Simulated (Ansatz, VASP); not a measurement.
**Al2Pt in VASP and in Ansatz**

```
CELL_PARAMETERS angstrom
0.00000 2.95500 2.95500
2.95500 0.00000 2.95500
2.95500 2.95500 0.00000
ATOMIC_POSITIONS crystal
Al 0.22750 0.22750 0.22750
Al 0.75000 0.75000 0.75000
Pt 0.02250 0.02250 0.02250
```

Change from the starting cell: shortest bond scaled by 0.82, PAW files.

Alike in both runs: task electric field gradients; functional PBE; k mesh 9 × 9 × 9; occupations fermi-dirac, width 0.05 eV; no spin polarisation.

```csv
,VASP,Ansatz
version,VASP 6.6.1,Ansatz 0.2.0
potentials or method,"VASP PAW PBE potentials, release 64 (Al, Pt_sv_GW)","PAW with Ansatz's default frozen-core files, scalar-relativistic"
plane-wave cutoff (eV),430,420
valence electrons in the cell,24,24
```

Ansatz gave:

```
rms of the force components (eV/Å)                   : 2.971
size of Vzz on the site where it differs most (V/Å²) : 39.3
```

Which values does VASP return?

rms of the force components (eV/Å): 2.961; size of Vzz on the site where it differs most (V/Å²): 46.0.

Atom by atom the forces differ by 0.010 eV/Å (rms over components). The functional is the same, so the differences come from potentials, cutoffs and numerics.

Spin-orbit coupling is off throughout.
